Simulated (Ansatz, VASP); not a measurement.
**Pb in VASP and in Ansatz**

```
Pb
1.0
     0.00000    2.48942    2.48942
     2.48942    0.00000    2.48942
     2.48942    2.48942    0.00000
Pb
1
Cartesian
  0.0000 0.0000 0.0000
```

Alike in both runs: task single point; functional PBE; k mesh 8 × 8 × 8; occupations gaussian, width 0.05 eV; no spin polarisation.

|  | VASP | Ansatz |
| --- | --- | --- |
| version | VASP 6.6.1 | Ansatz 0.2.0 |
| potentials or method | VASP PAW PBE potentials, release 64 (Pb_d), cutoff 520 eV | scalar-relativistic, plane waves, PAW |
| valence electrons in the cell | 14 | 14 |

|  | VASP | Ansatz | Ansatz less VASP |
| --- | --- | --- | --- |
| gap on the k mesh at the Fermi level (eV) | none | none | - |
| pressure (GPa) | 1.7 | 1.7 | +0.06 |

A gap of «none» marks a metal or a gap that the smearing closes.

Spin-orbit coupling is off throughout.
